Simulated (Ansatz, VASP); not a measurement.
# Two plane-wave programs on Zr3S2

```
Zr S
1.0
     2.96059    1.70930    3.48777
    -2.96059    1.70930    3.48777
     0.00000   -3.41859    3.48777
Zr S
3 2
Direct
  0.83873 0.50000 0.16127
  0.50000 0.16127 0.83873
  0.16127 0.83873 0.50000
  0.66502 0.66502 0.66502
  0.33498 0.33498 0.33498
```

Alike in both runs: task single point; functional PBEsol; k mesh 5 × 5 × 5; occupations fermi-dirac, width 0.05 eV; no spin polarisation.

```csv
,VASP,Ansatz
version,VASP 6.6.1,Ansatz 0.2.0
potentials or method,"VASP PAW PBE potentials, release 64 (Zr_sv, S)",Ansatz PAW
plane-wave cutoff (eV),520,420
valence electrons in the cell,48,48
```

Ansatz gave:

* gap on the k mesh at the Fermi level (eV): none
* pressure (GPa): -9.0
* traceless stress, the component that is largest in VASP (GPa): 0.74
* rms of the force components (eV/Å): 0.112

Q: Estimate VASP's values.

A: gap on the k mesh at the Fermi level (eV): none; pressure (GPa): -8.8; traceless stress, the component that is largest in VASP (GPa): 0.80; rms of the force components (eV/Å): 0.109.

VASP's potentials were made for PBE, not for PBEsol. Atom by atom the forces differ by 0.003 eV/Å (rms over components). A gap of «none» marks a metal or a gap that the smearing closes. The functional is the same, so the differences come from potentials, cutoffs and numerics.
